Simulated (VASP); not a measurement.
Set up this calculation in VASP 6.6.1, as the native input.

```
Task                   : single point
Functional             : PBE
Potentials or basis    : VASP PAW PBE potentials, release 64 (Se)
Cutoff                 : 520 eV
k mesh                 : 4 × 4 × 6
Occupations            : gaussian, width 0.1 eV
Spin                   : no spin polarisation
Dipole correction      : no
Further INCAR settings : ALGO = Normal; EDIFF = 1e-07; NBANDS = 13
```

The structure of Se lies in POSCAR:

```
Se
1.0
    4.0626829500      0.0000000000      0.0000000000
    0.0000000000      4.0626829500      0.0000000000
    0.0000000000      0.0000000000      3.7058759300
Se
2
Direct
    0.0000000000      0.5000000000      0.7932315200
    0.5000000000      0.0000000000      0.2067684800
```

The cell was generated, and may not be a known phase.

One way to write it, as run:

INCAR

```
PREC     = Accurate       # precision mode
ENCUT    = 520            # plane-wave cutoff, eV
EDIFF    = 1E-7           # SCF threshold, eV
ISMEAR   = 0              # smearing method
SIGMA    = 0.1            # smearing width, eV
LREAL    = F              # projectors in reciprocal space
LASPH    = T              # aspherical terms in the spheres
NELM     = 60             # most SCF steps
ALGO     = Normal         # electronic algorithm
ISIF     = 2              # what is computed and relaxed
LWAVE    = F              # write WAVECAR
LCHARG   = F              # write CHGCAR
GGA      = PE             # functional
NBANDS   = 13             # bands
```

KPOINTS

```
regular mesh
0
Gamma
  4 4 6
```

Potentials or basis: VASP PAW PBE potentials, release 64 (Se).

Run with:

```bash
$ cat potpaw_PBE.64/Se/POTCAR > POTCAR
$ mpirun -np 1 vasp_std > vasp.out
```

It gave:

| Property | Result |
| --- | --- |
| Pressure | -10.3 GPa |
| Largest force | 0.889 eV/Å |
| Band gap on the k mesh | zero (bands 6 and 7 overlap by 2.22 eV) |

Caveat: the k points lie up to 0.39 Å⁻¹ apart, too coarse for converged energies and pressures of a metal.

Run time: 8.6 s on 1 thread of Intel(R) Xeon(R) 6975P-C (Granite Rapids), on a shared host, peak memory 0.16 GiB.
